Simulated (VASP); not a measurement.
Mg:

```xyz
1
Lattice="2.9500 0.0000 0.0000 0.0000 2.9500 0.0000 0.0000 0.0000 2.9500" Properties=species:S:1:pos:R:3 pbc="T T T"
Mg    0.0000    0.0000    0.0000
```

- Program: VASP 6.6.1
- Task: relaxation of cell and atoms
- Functional: PBEsol
- Potentials or basis: VASP PAW PBE potentials, release 64 (Mg)
- Cutoff: 600 eV
- k mesh: 8 × 8 × 8
- Occupations: gaussian, width 0.05 eV
- Spin: no spin polarisation

At the start: pressure 1.2 GPa; volume 25.67 Å³/atom.

Q: Where does the relaxation end?

A: Over 3 steps the energy falls by 4.4 meV/atom and the volume is 27.02 Å³/atom (+5.3 %); space group Pm-3m (No. 221, to 0.05 Å).

Step by step:
```
step  energy change (eV)  largest force (eV/Å)  pressure (GPa)  volume (Å³)
   1              0.0000                0.0000            1.20        25.67
   2             -0.0037                0.0000            0.46        26.40
   3             -0.0044                0.0000           -0.06        27.02
```

Final structure:
```
Mg
1.0
     3.00090    0.00000    0.00000
     0.00000    3.00090    0.00000
     0.00000    0.00000    3.00090
Mg
1
Direct
  0.00000 0.00000 0.00000
```

Caveat: the PAW data sets were made with another functional, which shifts forces and pressure a little.
